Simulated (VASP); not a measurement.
Here is a VASP 6.6.1 calculation.

INCAR

```
SYSTEM = Si2W
PREC = Accurate
ENCUT = 600
EDIFF = 1E-7
ISMEAR = -1
SIGMA = 0.1
LREAL = .FALSE.
LASPH = .TRUE.
NELM = 60
ALGO = Normal
ISIF = 3
LWAVE = .FALSE.
LCHARG = .FALSE.
GGA = PE
IBRION = 2
NSW = 60
EDIFFG = -0.005
PSTRESS = 290.0
```

File KPOINTS:

```
regular mesh
0
G
  15 15 15
  0 0 0
```

The input POSCAR:

```
Si2W
1.0
   -1.5559585373      1.5559585373      3.8120984165
    1.5559585373     -1.5559585373      3.8120984165
    1.5559585373      1.5559585373     -3.8120984165
W Si
1 2
Direct
    0.0000000000      0.0000000000      0.0000000000
    0.3350000000      0.3350000000      0.0000000000
   -0.3350000000     -0.3350000000      0.0000000000
```

Potentials or basis: VASP PAW PBE potentials, release 64 (W_sv, Si).

Command:

```console
$ cat potpaw_PBE.64/W_sv/POTCAR potpaw_PBE.64/Si/POTCAR > POTCAR
$ mpirun -np 1 vasp_std > vasp.out
```

Predict the band gap on the k mesh.

zero (band 11 reaches 14.27 eV, above the bottom of band 12 at 12.79 eV).

The path:
| step | energy change (eV) | largest force (eV/Å) | pressure (GPa) | volume (Å³) |
| --- | --- | --- | --- | --- |
| 1 | 0.0000 | 0.4162 | 29.50 | 36.92 |
| 2 | -0.0424 | 0.1119 | 27.03 | 37.12 |
| 3 | -0.0323 | 0.0421 | 27.74 | 37.06 |
| 4 | 0.0496 | 0.0927 | 31.71 | 36.62 |
| 5 | -0.0070 | 0.0004 | 29.01 | 36.92 |

Caveat: the cell is relaxed towards a set pressure, so the enthalpy falls and the energy may rise; spin-orbit coupling is left out, which moves the levels of the heavy elements.
